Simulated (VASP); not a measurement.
# Ge (Im-3m) in VASP: further runs

Ge is run at these levels: LDA; tasks: single point.

All numbers are computed with VASP 6.6.1; they aren't measurements. Logs are shortened: lines on timing, memory, paths and dates and some standing lists are left out, and cuts for length are marked.

### 1 The cell of the first run

Symmetry: Im-3m, No. 229, cubic system. Conventional cell: a = 3.297 Å, b = 3.297 Å, c = 3.297 Å, α = 90.00°, β = 90.00°, γ = 90.00°. Ge (site symmetry m-3m) has 14 Ge at 2.86 to 3.30 Å within 3.8 Å.

This isn't the form of Ge at room conditions, which is diamond.

### 2 Single point, LDA

Input file INCAR:

```
SYSTEM = Ge
  PREC = Accurate
  ENCUT = 520
  EDIFF = 1E-6
  ISMEAR = -1
  SIGMA = 0.1
  LREAL = .FALSE.
  LASPH = .TRUE.
  NELM = 100
  ALGO = Normal
  ISIF = 2
  LWAVE = .FALSE.
  LCHARG = .TRUE.
  LELF = .TRUE.
  LVHAR = .TRUE.
  NBANDS = 13
```

Input file KPOINTS:

```
regular mesh
0
G
  13 13 13
  0 0 0
```

Input file POSCAR:

```
Ge
1.0
   -1.6483398522      1.6483398522      1.6483398522
    1.6483398522     -1.6483398522      1.6483398522
    1.6483398522      1.6483398522     -1.6483398522
Ge
1
Direct
    0.0000000000      0.0000000000      0.0000000000
```

Potentials or basis: VASP PAW LDA potentials, release 64 (Ge_d).

On the command line:

```console
$ cat potpaw_LDA.64/Ge_d/POTCAR > POTCAR
$ mpirun -np 1 vasp_std > vasp.out
```

OUTCAR:

```text
SYSTEM = Ge
   PREC = Accurate
   ENCUT = 520
   EDIFF = 1E-6
   ISMEAR = -1
   LREAL = .FALSE.
   LASPH = .TRUE.
   NELM = 100
   ISIF = 2

 ion  position               nearest neighbor table
   1  0.000  0.000  0.000-

  LATTYP: Found a body centered cubic cell.
 ALAT       =     3.2966797044

  Lattice vectors:

 A1 = (  -1.6483398522,   1.6483398522,   1.6483398522)
 A2 = (   1.6483398522,  -1.6483398522,   1.6483398522)
 A3 = (   1.6483398522,   1.6483398522,  -1.6483398522)

Analysis of symmetry for initial positions (statically):
=====================================================================
 Subroutine PRICEL returns:
 Original cell was already a primitive cell.

 Routine SETGRP: Setting up the symmetry group for a
 body centered cubic supercell.

 Subroutine GETGRP returns: Found 48 space group operations
 (whereof 48 operations were pure point group operations)
 out of a pool of 48 trial point group operations.

The static configuration has the point symmetry O_h .

Analysis of symmetry for dynamics (positions and initial velocities):
=====================================================================
 Subroutine PRICEL returns:
 Original cell was already a primitive cell.

 Routine SETGRP: Setting up the symmetry group for a
 body centered cubic supercell.

 Subroutine GETGRP returns: Found 48 space group operations
 (whereof 48 operations were pure point group operations)
 out of a pool of 48 trial point group operations.

The dynamic configuration has the point symmetry O_h .

 Subroutine INISYM returns: Found 48 space group operations
 (whereof 48 operations are pure point group operations),
 and found     1 'primitive' translations

----------------------------------------------------------------------------------------

                                     Primitive cell

  volume of cell :      17.9143

  direct lattice vectors                    reciprocal lattice vectors
    -1.648339852  1.648339852  1.648339852     0.000000000  0.303335504  0.303335504
     1.648339852 -1.648339852  1.648339852     0.303335504  0.000000000  0.303335504
     1.648339852  1.648339852 -1.648339852     0.303335504  0.303335504  0.000000000

  length of vectors
     2.855008372  2.855008372  2.855008372     0.428981184  0.428981184  0.428981184

  position of ions in fractional coordinates (direct lattice)
     0.000000000  0.000000000  0.000000000

  ion indices of the primitive-cell ions
   primitive index   ion index
                 1           1
[... 74 lines left out ...]
   EDIFFG = 0.1E-04   stopping-criterion for IOM
   NSW    =      0    number of steps for IOM
   IBRION =     -1    ionic relax: 0-MD 1-quasi-New 2-CG
   NFREE  =      0    steps in history (QN), initial steepest desc. (CG)
   ISIF   =      2    stress and relaxation
   ISYM   =      2    0-nonsym 1-usesym 2-fastsym
   POTIM  = 0.5000    time-step for ionic-motion
   TEBEG  =    0.0;   TEEND  =   0.0 temperature during run
   PSTRESS=    0.0 pullay stress
   NELECT =      14.0000    total number of electrons
   NUPDOWN=      -1.0000    fix difference up-down
   EMIN   =  10.00;   EMAX   =-10.00  energy-range for DOS
   EFERMI =   0.00;   METHOD = LEGACY
   ISMEAR =    -1;   SIGMA  =   0.10  broadening in eV -4-tet -1-fermi 0-gaus
   EFERMI_NEDOS =   21; number of points for ismear=-14 and -15
   IALGO  =     38    algorithm
   IMIX   =      4    mixing-type and parameters
     AMIX     =   0.40;   BMIX     =  1.00
     AMIX_MAG =   1.60;   BMIX_MAG =  1.00
  volume/ion in A,a.u.               =      17.91       120.89
  Fermi-wavevector in a.u.,A,eV,Ry     =   1.507940  2.849594 30.938061  2.273883
  Thomas-Fermi vector in A             =   2.618460
   LORBIT       =      0    0 simple, 1 ext, 2 COOP (PROOUT), +10 PAW based schemes
   GGA     = CA    functional components
   LHFCALC =     F    Hartree Fock is set to
   AEXX    =    0.0000 exact exchange contribution
   IVDW    =     0    specifies the selected vdW correction
   LEPSILON=     F    determine dielectric tensor
   LRPA    =     F    only Hartree local field effects (RPA)
 non-spin polarized calculation
  energy-cutoff  :      520.00
  volume of cell :       17.91
 maximum number of plane-waves:       490
 NGX is ok and might be reduce to    24
   NGX = 11   NGY = 11   NGZ = 11

 number of electron      14.0000006 magnetization

 Free energy of the ion-electron system (eV)
  ---------------------------------------------------
  ext. energy  EPLUGINS =         0.00000000
  ---------------------------------------------------
  free energy    TOTEN  =        -4.88881254 eV

  energy without entropy =       -4.86900998  energy(sigma->0) =       -4.87891126

 E-fermi :   7.0501     XC(G=0): -11.8438

 val. band max:        7.0322518690   @ k =  -0.2308   0.3846   0.0769
 cond. band min:       7.0569953284   @ k =   0.2308   0.1538   0.0000
 fundamental gap:      0.0247434594
 Fermi energy:         7.0501012748

 k-point     1 :       0.0000    0.0000    0.0000
  band No.  band energies     occupation
      1     -17.7731      2.00000
      2     -17.7731      2.00000
      3     -17.7731      2.00000
      4     -17.6725      2.00000
      5     -17.6725      2.00000
      6      -6.5234      2.00000
      7      16.6323      0.00000
      8      16.6323      0.00000
      9      16.6323      0.00000
     10      22.4913      0.00000
     11      22.4913      0.00000
     12      22.4913      0.00000
     13      24.4472      0.00000
[... 354 lines left out ...]
  band No.  band energies     occupation
      1     -17.7914      2.00000
      2     -17.7619      2.00000
      3     -17.6844      2.00000
      4     -17.6757      2.00000
      5     -17.6618      2.00000
      6      -3.6079      2.00000
      7       6.9858      1.31091
      8      10.8260      0.00000
      9      12.3165      0.00000
     10      20.3059      0.00000
     11      20.6268      0.00000
     12      24.9186      0.00000
     13      26.3595      0.00000

 [... further k-points ...]
[... 5 lines left out ...]
  --------------------------------------------------------------------------------------
  -------------------------------------------------------------------------------------
  Total        0.0180636      0.0180636      0.0180636     -0.0000000      0.0000000     -0.0000000
  in kB        1.6155242      1.6155242      1.6155242     -0.0000000      0.0000000     -0.0000000
  external PRESSURE =       1.6155242 kB  Pullay stress =       0.0000000 kB

 VOLUME and BASIS-vectors are now :
 -----------------------------------------------------------------------------
  energy-cutoff  :      520.00
  volume of cell :       17.91
      direct lattice vectors                 reciprocal lattice vectors
    -1.648339852  1.648339852  1.648339852     0.000000000  0.303335504  0.303335504
     1.648339852 -1.648339852  1.648339852     0.303335504  0.000000000  0.303335504
     1.648339852  1.648339852 -1.648339852     0.303335504  0.303335504  0.000000000

 POSITION                                       TOTAL-FORCE (eV/Angst)
 -----------------------------------------------------------------------------------
      0.00000      0.00000      0.00000         0.000000     -0.000000      0.000000
 -----------------------------------------------------------------------------------
    total drift:                               -0.000000      0.000000      0.000000

  FREE ENERGIE OF THE ION-ELECTRON SYSTEM (eV)
  ---------------------------------------------------
  free  energy   TOTEN  =        -4.8888125374 eV

  energy  without entropy=       -4.8690099759  energy(sigma->0) =       -4.87891126
```

It took 12 s on 1 thread of Intel Xeon Platinum 8488C (Sapphire Rapids), shared host; peak memory 0.13 GiB.

What came out:

| Property | Result |
| --- | --- |
| Free energy | -4.8888 eV |
| Pressure | 0.2 GPa |
| Band gap on the k mesh | zero (bands 7 and 8 overlap by 12.62 eV) |

### 3 Single point, LDA (15.76 Å³/atom)

This run uses another cell than the first one, of 15.76 Å³/atom.

Input file INCAR:

```
ALGO = Normal
EDIFF = 1E-7
ENCUT = 520
GGA = CA
ISIF = 2
ISMEAR = -1
LASPH = T
LCHARG = F
LREAL = F
LWAVE = F
NBANDS = 13
NELM = 60
PREC = Accurate
SIGMA = 0.1
```

Input file KPOINTS:

```
k-points
0
Gamma
  15 15 15
```

Input file POSCAR:

```
Ge
1.0
   -1.5795776598      1.5795776598      1.5795776598
    1.5795776598     -1.5795776598      1.5795776598
    1.5795776598      1.5795776598     -1.5795776598
Ge
1
Direct
    0.0000000000      0.0000000000      0.0000000000
```

Potentials or basis: VASP PAW LDA potentials, release 64 (Ge_d).

On the command line:

```console
$ cat potpaw_LDA.64/Ge_d/POTCAR > POTCAR
$ mpirun -np 1 vasp_std > vasp.out
```

OUTCAR:

```text
EDIFF = 1E-7
   ENCUT = 520
   GGA = CA
   ISIF = 2
   ISMEAR = -1
   LASPH = T
   LREAL = F
   NELM = 60
   PREC = Accurate

 ion  position               nearest neighbor table
   1  0.000  0.000  0.000-

  LATTYP: Found a body centered cubic cell.
 ALAT       =     3.1591553196

  Lattice vectors:

 A1 = (  -1.5795776598,   1.5795776598,   1.5795776598)
 A2 = (   1.5795776598,  -1.5795776598,   1.5795776598)
 A3 = (   1.5795776598,   1.5795776598,  -1.5795776598)

Analysis of symmetry for initial positions (statically):
=====================================================================
 Subroutine PRICEL returns:
 Original cell was already a primitive cell.

 Routine SETGRP: Setting up the symmetry group for a
 body centered cubic supercell.

 Subroutine GETGRP returns: Found 48 space group operations
 (whereof 48 operations were pure point group operations)
 out of a pool of 48 trial point group operations.

The static configuration has the point symmetry O_h .

Analysis of symmetry for dynamics (positions and initial velocities):
[... 158 lines left out ...]
 val. band max:        8.4757101969   @ k =  -0.3333   0.3333   0.2000
 cond. band min:       8.5600138707   @ k =  -0.3333   0.4667   0.1333
 fundamental gap:      0.0843036737
 Fermi energy:         8.5505675930

 k-point     1 :       0.0000    0.0000    0.0000
  band No.  band energies     occupation
      1     -16.3419      2.00000
      2     -16.3419      2.00000
      3     -16.3419      2.00000
      4     -16.1976      2.00000
      5     -16.1976      2.00000
      6      -6.1874      2.00000
      7      19.6331      0.00000
      8      19.6331      0.00000
      9      19.6331      0.00000
     10      25.0950      0.00000
     11      25.0950      0.00000
     12      25.0950      0.00000
     13      26.6918      0.00000
[... 354 lines left out ...]
  band No.  band energies     occupation
      1     -16.3723      2.00000
      2     -16.3051      2.00000
      3     -16.2200      2.00000
      4     -16.2047      2.00000
      5     -16.1461      2.00000
      6       1.5971      2.00000
      7       3.1705      2.00000
      8       8.6291      0.62637
      9      14.3874      0.00000
     10      21.6061      0.00000
     11      25.6653      0.00000
     12      27.9286      0.00000
     13      28.5140      0.00000

 [... further k-points ...]
[... 5 lines left out ...]
  --------------------------------------------------------------------------------------
  -------------------------------------------------------------------------------------
  Total        1.2564823      1.2564823      1.2564823      0.0000000     -0.0000000     -0.0000000
  in kB      127.6979821    127.6979821    127.6979821      0.0000000     -0.0000000     -0.0000000
  external PRESSURE =     127.6979821 kB  Pullay stress =       0.0000000 kB

 VOLUME and BASIS-vectors are now :
 -----------------------------------------------------------------------------
  energy-cutoff  :      520.00
  volume of cell :       15.76
      direct lattice vectors                 reciprocal lattice vectors
    -1.579577660  1.579577660  1.579577660     0.000000000  0.316540309  0.316540309
     1.579577660 -1.579577660  1.579577660     0.316540309  0.000000000  0.316540309
     1.579577660  1.579577660 -1.579577660     0.316540309  0.316540309  0.000000000

 POSITION                                       TOTAL-FORCE (eV/Angst)
 -----------------------------------------------------------------------------------
      0.00000      0.00000      0.00000         0.000000      0.000000     -0.000000
 -----------------------------------------------------------------------------------
    total drift:                                0.000000     -0.000000      0.000000

  FREE ENERGIE OF THE ION-ELECTRON SYSTEM (eV)
  ---------------------------------------------------
  free  energy   TOTEN  =        -4.8173530913 eV

  energy  without entropy=       -4.8047450330  energy(sigma->0) =       -4.81104906
```

OSZICAR:

```text
N       E                     dE             d eps       ncg     rms          rms(c)
DAV:   1     0.610244970280E+02    0.61024E+02   -0.70373E+03  3471   0.311E+03
DAV:   2    -0.132886022562E+00   -0.61157E+02   -0.58320E+02  3300   0.423E+02
DAV:   3    -0.479317063980E+01   -0.46603E+01   -0.46328E+01  3610   0.664E+01
DAV:   4    -0.484337465679E+01   -0.50204E-01   -0.50197E-01  3625   0.752E+00
DAV:   5    -0.484376277491E+01   -0.38812E-03   -0.38812E-03  3615   0.704E-01    0.162E+00
DAV:   6    -0.482575931606E+01    0.18003E-01   -0.85876E-03  3885   0.205E+00    0.887E-01
DAV:   7    -0.481762397626E+01    0.81353E-02   -0.59648E-03  3825   0.121E+00    0.754E-02
DAV:   8    -0.481735195956E+01    0.27202E-03   -0.43197E-04  3825   0.506E-01    0.312E-02
DAV:   9    -0.481735306074E+01   -0.11012E-05   -0.56613E-06  3470   0.234E-02    0.512E-03
DAV:  10    -0.481735309133E+01   -0.30594E-07   -0.75956E-08  2958   0.582E-03
   1 F= -.48173531E+01 E0= -.48110491E+01  d E =-.126081E-01
```

stdout:

```text
POSCAR found type information on POSCAR Ge
 POSCAR found :  1 types and       1 ions
 scaLAPACK will be used
 LDA part: xc-table for (Slater(with rela. corr.)+CA(PZ))
 , standard interpolation
 POSCAR, INCAR and KPOINTS ok, starting setup
 FFT: planning ... GRIDC
 FFT: planning ... GRID_SOFT
 FFT: planning ... GRID
 WAVECAR not read
 entering main loop
```

Run time: 10 s. Hardware: 1 thread of Intel Xeon Platinum 8488C (Sapphire Rapids), shared host; peak memory 0.13 GiB.

Results:

```
Free energy            : -4.8174 eV
Pressure               : 12.8 GPa
Band gap on the k mesh : zero (bands 7 and 8 overlap by 14.77 eV)
```

Levels at points of the mesh, in eV from the Fermi level:
| k point | band 5 | band 6 | band 7 | band 8 | band 9 | band 10 |
| --- | --- | --- | --- | --- | --- | --- |
| (0.00, 0.00, 0.00) | -24.75 | -14.74 | 11.08 | 11.08 | 11.08 | 16.54 |

Caveat: the cell stands under pressure.
